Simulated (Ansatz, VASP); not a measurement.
AgCl in VASP and in Ansatz

```
Ag Cl
1.0
     2.73939    2.73939    0.00000
    -2.73939    2.73939    0.00000
     0.00000    2.73939    2.73939
Ag Cl
1 1
Cartesian
  0.0000 0.0000 0.0000
  0.0000 2.7394 0.0000
```

Alike in both runs: task single point; functional r2SCAN; k mesh 8 × 8 × 8; no spin polarisation.

```csv
,VASP,Ansatz
version,VASP 6.6.1,Ansatz 0.2.0
potentials or method,"VASP PAW PBE potentials, release 64 (Ag, Cl)","PAW with Ansatz's default frozen-core files, scalar-relativistic"
plane-wave cutoff (eV),520,500
occupations,"gaussian, width 0.01 eV",fixed
valence electrons in the cell,18,26
```

```tsv
	VASP	Ansatz	Ansatz less VASP
gap on the k mesh at the Fermi level (eV)	1.42	1.48	+0.053
pressure (GPa)	1.9	2.0	+0.07
```

VASP's potentials were made for PBE, not for r2SCAN. VASP's potentials hold 18 valence electrons a cell and Ansatz's 26, so a difference there can come from the potentials and not from the codes.
